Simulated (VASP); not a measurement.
**GaCo: single point with PBE**

The system is GaCo.

```
Ga Co
1.0
    -2.32510    2.54568    2.55139
     2.32510   -2.54568    2.55139
     2.32510    2.54568   -2.55139
Ga Co
2 2
Cartesian
  0.0000 0.0000 3.4596
  0.0000 0.0000 1.6432
  0.0000 1.3354 2.5514
  2.3251 1.2102 0.0000
```

The cell was built from a structure type or drawn by symmetry, and may not be a known phase.

```yaml
Program: VASP 6.6.1
Task: single point
Functional: PBE
Potentials_or_basis: VASP PAW PBE potentials, release 64 (Ga_d, Co)
Cutoff: 520 eV
k_mesh: 6 × 6 × 6
Occupations: gaussian, width 0.1 eV
Spin: collinear spin, ferromagnetic start
Starting_moments: "[0.0, 0.0, -3.0, -3.0] μB"
```

* Pressure: 156.2 GPa
* Largest force: 44.730 eV/Å
* Band gap on the k mesh: zero (filled and empty bands overlap)
* Net moment: 0.00 μB per cell

Forces in eV/Å, atoms in the order of the input:
```
Ga    0.000   0.000  44.730
Ga    0.000   0.000 -44.730
Co    0.000  40.125   0.000
Co    0.000 -40.125   0.000
```

Stress tensor (GPa, compression positive):
```
-15.52   0.00   0.00
  0.00 281.24   0.00
  0.00   0.00 202.81
```

Levels at points of the mesh, in eV from the Fermi level:
Spin up:
```csv
k point,band 19,band 20,band 21,band 22,band 23,band 24,band 25,band 26
"(0.00, 0.00, 0.00)",-0.43,-0.42,-0.07,1.10,2.62,3.02,4.37,4.50
"(0.50, 0.00, 0.00)",-1.26,-1.12,-0.89,-0.65,2.77,3.01,3.21,3.53
"(0.00, 0.50, 0.00)",-0.63,-0.59,-0.44,-0.21,0.60,2.15,2.30,3.56
"(0.50, 0.50, 0.00)",-1.22,-0.85,-0.64,-0.49,1.60,1.85,2.42,3.88
"(0.50, 0.50, 0.50)",-0.86,-0.81,-0.67,-0.45,-0.44,0.57,0.69,3.39
```
Spin down:
```tsv
k point	band 19	band 20	band 21	band 22	band 23	band 24	band 25	band 26
(0.00, 0.00, 0.00)	-0.43	-0.42	-0.07	1.10	2.62	3.02	4.37	4.50
(0.50, 0.00, 0.00)	-1.26	-1.12	-0.89	-0.65	2.77	3.01	3.21	3.53
(0.00, 0.50, 0.00)	-0.63	-0.59	-0.44	-0.21	0.60	2.15	2.30	3.56
(0.50, 0.50, 0.00)	-1.22	-0.85	-0.64	-0.49	1.60	1.85	2.42	3.88
(0.50, 0.50, 0.50)	-0.86	-0.81	-0.67	-0.45	-0.44	0.57	0.69	3.39
```

It took 3 min on 1 thread of Intel(R) Xeon(R) Platinum 8559C (Emerald Rapids), with other jobs on the host, peak memory 0.29 GiB.

Caveat: atoms lie so close that the PAW spheres overlap strongly, which falsifies energies and pressures; the cell stands under pressure; forces of over 1 eV/Å act on the atoms, so gaps and moduli don't describe the material at rest.
